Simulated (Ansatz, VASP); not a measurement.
## Ag in VASP and in Ansatz

Contents of POSCAR:

```
Ag
1.0
    0.0000000000      2.0519023311      2.0519023311
    2.0519023311      0.0000000000      2.0519023311
    2.0519023311      2.0519023311      0.0000000000
Ag
1
Direct
    0.0000000000      0.0000000000      0.0000000000
```

The input INCAR.step1:

```
PREC = Accurate
ENCUT = 520
ISMEAR = 1
SIGMA = 0.6
LREAL = F
LASPH = T
NELM = 80
NBANDS = 12
GGA = PE
ALGO = Normal
EDIFF = 1E-4
LWAVE = T
LCHARG = F
```

Contents of INCAR.step2:

```
PREC = Accurate
ENCUT = 520
EDIFF = 1E-6
ISMEAR = 1
SIGMA = 0.6
LREAL = F
LASPH = T
NELM = 80
ALGO = Normal
ISIF = 2
LWAVE = F
LCHARG = F
METAGGA = R2SCAN
LMIXTAU = T
NBANDS = 12
ISTART = 1
```

File KPOINTS:

```
regular mesh
0
Gamma
  13 13 13
```

Input for Ansatz:

```yaml
crystal:
  lattice:
    - [0.0, 2.0519023311, 2.0519023311]
    - [2.0519023311, 0.0, 2.0519023311]
    - [2.0519023311, 2.0519023311, 0.0]
  atoms:
    - { symbol: Ag, position: [0.0, 0.0, 0.0] }
hamiltonian:
  xc: r2scan
  pseudopotentials:
    kind: paw
    azcp:
      Ag: "pseudopotentials/Ag.paw.azcp"
basis:
  ecutwfc: 500
  fft_grid_basis: typed
kpoints:
  mp_grid: { grid: [13, 13, 13], shift: [0, 0, 0] }
magnetization:
  spin_polarized: false
scf:
  occupations: { method: methfessel_paxton, width: 0.6 }
  lower_state_search: "off"
output:
  stress: true
```

Alike in both runs: task single point; functional r2SCAN; k mesh 13 × 13 × 13; occupations methfessel-paxton of order 1, width 0.6 eV; no spin polarisation.

|  | VASP | Ansatz |
| --- | --- | --- |
| version | VASP 6.6.1 | Ansatz 0.2.0 |
| potentials or method | VASP PAW PBE potentials, release 64 (Ag), cutoff 520 eV | plane waves (500 eV) with PAW, scalar-relativistic |
| valence electrons in the cell | 11 | 19 |

```tsv
	VASP	Ansatz	Ansatz less VASP
pressure (GPa)	0.1	0.0	-0.13
```

VASP's potentials were made for PBE, not for r2SCAN. The functional is the same, so the differences come from potentials, cutoffs and numerics. VASP's potentials hold 11 valence electrons a cell and Ansatz's 19, so a difference there can come from the potentials and not from the codes.
